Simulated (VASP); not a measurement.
Write the native input for VASP 6.6.1 that does the following.

* Task: single point
* Functional: PBEsol
* Potentials or basis: VASP PAW PBE potentials, release 64 (Mg, O)
* Cutoff: 520 eV
* k mesh: 2 × 2 × 1
* Occupations: fermi-dirac, width 0.02 eV
* Spin: no spin polarisation
* Dipole correction: no
* Further INCAR settings: LREAL = Auto; ALGO = Normal; EDIFF = 1e-06; NBANDS = 66

The structure of MgO lies in POSCAR:

```
MgO
1.0
    5.5012911388      0.0000002887      0.0000000000
    2.7506453194      4.7642580241      0.0000000000
    0.0000000000      0.0000000000     16.6147310000
Mg O
12 12
Direct
    0.0000000000      0.0000000000      0.0601876000
    0.0000000000      0.5000000000      0.0601876000
    0.5000000000      0.0000000000      0.0601876000
    0.5000000000      0.5000000000      0.0601876000
    0.6666666667      0.6666666667      0.2111797345
    0.6666666667      0.1666666667      0.2111797345
    0.1666666667      0.6666666667      0.2111797345
    0.1666666667      0.1666666667      0.2111797345
    0.3333333333      0.3333333333      0.3628527168
    0.3333333333      0.8333333333      0.3628527168
    0.8333333333      0.3333333333      0.3628527168
    0.8333333333      0.8333333333      0.3628527168
    0.3333333333      0.8333333333      0.1277749000
    0.3333333333      0.3333333333      0.1277749000
    0.8333333333      0.8333333333      0.1277749000
    0.8333333333      0.3333333333      0.1277749000
    1.0000000000      0.5000000000      0.2798020477
    1.0000000000      0.0000000000      0.2798020477
    0.5000000000      0.5000000000      0.2798020477
    0.5000000000      0.0000000000      0.2798020477
    0.6666666667      0.1666666667      0.4325467388
    0.6666666667      0.6666666667      0.4325467388
    0.1666666667      0.1666666667      0.4325467388
    0.1666666667      0.6666666667      0.4325467388
```

The input as run:

INCAR

```
PREC = Accurate
ENCUT = 520
EDIFF = 1E-6
ISMEAR = -1
SIGMA = 0.02
LREAL = Auto
LASPH = T
NELM = 60
ALGO = Normal
ISIF = 2
LWAVE = F
LCHARG = F
GGA = PS
NBANDS = 66
```

KPOINTS

```
regular mesh
0
Gamma
  2 2 1
```

Potentials or basis: VASP PAW PBE potentials, release 64 (Mg, O).

Run with:

```bash
$ cat potpaw_PBE.64/Mg/POTCAR potpaw_PBE.64/O/POTCAR > POTCAR
$ mpirun -np 1 vasp_std > vasp.out
```

It gave:

```json
{"Largest force": "0.954 eV/Å", "Band gap on the k mesh": "zero (bands 48 and 49 overlap by 0.37 eV)"}
```

Caveat: the k points lie up to 0.66 Å⁻¹ apart; the PAW data sets were made with another functional, which shifts forces and pressure a little.

It took 3.3 min on 1 thread of Intel(R) Xeon(R) Platinum 8488C (Sapphire Rapids), with other jobs on the host, peak memory 0.48 GiB.
